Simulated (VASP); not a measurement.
Runs of VASP 6.6.1 on Zr. The structure is that of space group P6/mmm (No. 191), or close to it. The cells are those of the table. 

```csv
cell,gap on the mesh (eV),pressure (GPa)
"a = 4.933, b = 4.933, c = 3.097 Å, angles 90.0, 90.0, 120.0°, 3 atoms",none,6.7
"a = 5.210, b = 5.210, c = 3.249 Å, angles 90.0, 90.0, 120.0°, 3 atoms",none,-7.9
"a = 5.092, b = 5.092, c = 3.185 Å, angles 90.0, 90.0, 120.0°, 3 atoms",none,-2.8
"a = 5.141, b = 5.141, c = 3.216 Å, angles 90.0, 90.0, 120.0°, 3 atoms",none,-5.2
"a = 5.039, b = 5.039, c = 3.158 Å, angles 90.0, 90.0, 120.0°, 3 atoms",none,(a)
"a = 4.985, b = 4.985, c = 3.130 Å, angles 90.0, 90.0, 120.0°, 3 atoms",none,(b)
"a = 4.826, b = 4.826, c = 3.030 Å, angles 90.0, 90.0, 120.0°, 3 atoms",none,15.4
"a = 4.880, b = 4.880, c = 3.064 Å, angles 90.0, 90.0, 120.0°, 3 atoms",none,10.8
```

Alike in all rows: task single point; level r2SCAN; potentials or basis VASP PAW PBE potentials, release 64 (Zr_sv); no spin polarisation; k mesh 12 × 12 × 14; cutoff (eV) 520; smearing gaussian 0.1 eV.

Question: Fill in the values left out.

Answer: (a) 0.0; (b) 3.1.

Caveats: the PAW data sets were made with another functional, which shifts forces and pressure a little.

A k mesh can miss the band edges, and the runs leave out spin-orbit coupling on Zr.

A gap of «none» marks levels without a gap at the run's occupations.
